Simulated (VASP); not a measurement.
LaTiO3: single point with LDA+U

LaTiO3:

```
La Ti O
1.0
     3.92000    0.00000    0.00000
     0.00000    3.92000    0.00000
     0.00000    0.00000    3.92000
La Ti O
1 1 3
Direct
  0.00000 0.00000 0.00000
  0.50000 0.50000 0.50000
  0.00000 0.50000 0.50000
  0.50000 0.50000 0.00000
  0.50000 0.00000 0.50000
```

```json
{
 "Program": "VASP 6.6.1",
 "Task": "single point",
 "Functional": "LDA",
 "Potentials or basis": "VASP PAW LDA potentials, release 64 (La, Ti_sv, O)",
 "Cutoff": "600 eV",
 "k mesh": "5 × 5 × 5",
 "Occupations": "gaussian, width 0.05 eV",
 "Spin": "collinear spin",
 "Starting moments": "[0.13, 0.55, -0.03, -0.03, -0.03] μB",
 "Hubbard terms": "Ti d U = 5.0 eV",
 "Dipole correction": "no",
 "Further INCAR settings": "ALGO = Normal; EDIFF = 1e-06; NBANDS = 32"
}
```

| Property | Result |
| --- | --- |
| Pressure | -0.9 GPa |
| Net moment | 0.73 μB per cell |
| Site moments | La +0.14; Ti +0.49; O -0.01 μB |
| Valence electrons inside the program's atomic spheres | La 8.47; Ti 10.36; O 5.04 |

Levels at points of the mesh, in eV from the Fermi level:
Spin up:
| k point | band 18 | band 19 | band 20 | band 21 | band 22 | band 23 | band 24 | band 25 |
| --- | --- | --- | --- | --- | --- | --- | --- | --- |
| (0.00, 0.00, 0.00) | -3.99 | -3.99 | -3.99 | -1.08 | -1.08 | -1.08 | -0.45 | -0.45 |
Spin down:
| k point | band 18 | band 19 | band 20 | band 21 | band 22 | band 23 |
| --- | --- | --- | --- | --- | --- | --- |
| (0.00, 0.00, 0.00) | -3.99 | -3.99 | -3.99 | -0.37 | -0.37 | -0.25 |

Eigenvalues of the final occupation matrices:
```csv
site,spin,trace,eigenvalues
site 2 d,1,1.16,0.21 0.21 0.24 0.24 0.24
site 2 d,2,0.68,0.09 0.09 0.09 0.21 0.21
```

Run time: 46 s on 1 thread of Intel(R) Xeon(R) Platinum 8488C (Sapphire Rapids) (shared host), peak memory 0.19 GiB.

Caveat: spin-orbit coupling is left out, which moves the levels of the heavy elements.
